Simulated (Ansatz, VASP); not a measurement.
## Ta2Si2O: VASP beside Ansatz

```
Ta Si O
1.0
     3.32769    0.00000    0.00000
     0.00000    3.32769    0.00000
     0.00000    0.00000    6.52545
Ta Si O
2 2 1
Direct
  0.00000 0.00000 0.38161
  0.50000 0.50000 0.01758
  0.50000 0.00000 0.70914
  0.00000 0.50000 0.70914
  0.50000 0.50000 0.32832
```

Alike in both runs: functional PBE; k mesh 12 × 12 × 6; occupations gaussian, width 0.1 eV; no spin polarisation.

Ansatz relaxed the structure, and its values are those at the end. VASP's run is a single point on that final structure, the one shown.

|  | VASP | Ansatz |
| --- | --- | --- |
| version | VASP 6.6.1 | Ansatz 0.2.0 |
| potentials or method | VASP PAW PBE potentials, release 64 (Ta_pv, Si, O), cutoff 520 eV | scalar-relativistic, plane waves, PAW |
| valence electrons in the cell | 36 | 40 |

VASP gave:

| Item | Value |
| --- | --- |
| gap on the k mesh at the Fermi level (eV) | none |
| pressure (GPa) | 0.1 |
| rms of the force components (eV/Å) | 0.024 |

**Question.** What did Ansatz give for the same quantities?

**Answer.** gap on the k mesh at the Fermi level (eV): none; pressure (GPa): 0.0; rms of the force components (eV/Å): 0.002.

A gap of «none» marks a metal or a gap that the smearing closes. VASP's potentials hold 36 valence electrons a cell and Ansatz's 40, so a difference there can come from the potentials and not from the codes.

Neither program's run includes spin-orbit coupling.
